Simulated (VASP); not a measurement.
Here is a VASP 6.6.1 calculation.

INCAR

```
PREC = Accurate
ENCUT = 520
EDIFF = 1E-6
ISMEAR = 0
SIGMA = 0.2
LREAL = False
LASPH = True
NELM = 100
ALGO = Normal
ISIF = 2
LWAVE = False
LCHARG = False
GGA = PE
NBANDS = 55
```

Contents of KPOINTS:

```
regular mesh
0
Gamma
  6 6 1
```

POSCAR

```
Cd7S
1.0
    3.1825503798      0.0000000000      0.0000000000
   -1.5912751899      2.7561694778      0.0000000000
    0.0000000000      0.0000000000     20.9691911581
Cd S
7 1
Direct
    0.6666666667      0.3333333333      0.8997643683
    0.3333333333      0.6666666667      0.1002356317
    0.3333333333      0.6666666667      0.7739530207
    0.6666666667      0.3333333333      0.6398909021
    0.6666666667      0.3333333333      0.2260469793
    0.3333333333      0.6666666667      0.3601090979
    0.0000000000      0.0000000000      0.5000000000
    0.0000000000      0.0000000000      0.0000000000
```

Potentials or basis: VASP PAW PBE potentials, release 64 (Cd, S).

Launch:

```sh
$ cat potpaw_PBE.64/Cd/POTCAR potpaw_PBE.64/S/POTCAR > POTCAR
$ mpirun -np 1 vasp_std > vasp.out
```

Task: Estimate the largest force.

Result: 0.035 eV/Å.

Task: What does it give for the pressure?

Result: 0.2 GPa.

Forces in eV/Å, atoms in the order of the input:
```
Cd   0.000  0.000 -0.018
Cd   0.000  0.000  0.018
Cd   0.000  0.000 -0.035
Cd   0.000  0.000  0.012
Cd   0.000  0.000  0.035
Cd   0.000  0.000 -0.012
Cd   0.000  0.000  0.000
S    0.000  0.000  0.000
```

Caveat: the k points lie up to 0.38 Å⁻¹ apart.
